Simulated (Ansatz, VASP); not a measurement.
Two plane-wave programs on Mn

POSCAR

```
Mn
1.0
    2.2893271661      0.0000000000      0.0000000000
    0.0000000000      2.2893271661      0.0000000000
    0.0000000000      0.0000000000      2.2893271661
Mn
1
Direct
    0.0000000000      0.0000000000      0.0000000000
```

File INCAR.step1:

```
PREC = Accurate ; ENCUT = 520
ISMEAR = -1 ; SIGMA = 0.1
LREAL = False ; LASPH = True
NELM = 60 ; NBANDS = 12
GGA = PE ; ALGO = Normal
EDIFF = 1E-4 ; LWAVE = True
LCHARG = False
```

Contents of INCAR.step2:

```
PREC = Accurate ; ENCUT = 520
EDIFF = 1E-6 ; ISMEAR = -1
SIGMA = 0.1 ; LREAL = False
LASPH = True ; NELM = 60
ALGO = Normal ; ISIF = 2
LWAVE = False ; LCHARG = False
METAGGA = R2SCAN ; LMIXTAU = True
NBANDS = 12 ; ISTART = 1
```

Contents of KPOINTS:

```
regular mesh
0
Gamma
  16 16 16
```

Input for Ansatz:

```yaml
crystal:
  lattice:
    - [2.2893271661, 0.0, 0.0]
    - [0.0, 2.2893271661, 0.0]
    - [0.0, 0.0, 2.2893271661]
  atoms:
    - { symbol: Mn, position: [0.0, 0.0, 0.0] }
hamiltonian:
  xc: r2scan
  pseudopotentials:
    kind: paw
    azcp:
      Mn: "pseudopotentials/Mn.paw.azcp"
basis:
  ecutwfc: 500
  fft_grid_basis: typed
kpoints:
  mp_grid: { grid: [16, 16, 16], shift: [0, 0, 0] }
magnetization:
  spin_polarized: false
scf:
  occupations: { method: fermi_dirac, width: 0.1 }
  lower_state_search: "off"
output:
  stress: true
  write_density: true
  write_potential: true
  elf: true
  volumetric_format: npy
```

Alike in both runs: task single point; functional r2SCAN; k mesh 16 × 16 × 16; occupations fermi-dirac, width 0.1 eV; no spin polarisation.

|  | VASP | Ansatz |
| --- | --- | --- |
| version | VASP 6.6.1 | Ansatz 0.2.0 |
| potentials or method | VASP PAW PBE potentials, release 64 (Mn_pv), cutoff 520 eV | plane waves (500 eV) with PAW, scalar-relativistic |
| valence electrons in the cell | 13 | 15 |

```csv
,VASP,Ansatz,Ansatz less VASP
pressure (GPa),-7.8,-8.3,-0.50
```

VASP's potentials were made for PBE, not for r2SCAN. The functional is the same, so the differences come from potentials, cutoffs and numerics. VASP's potentials hold 13 valence electrons a cell and Ansatz's 15, so a difference there can come from the potentials and not from the codes.
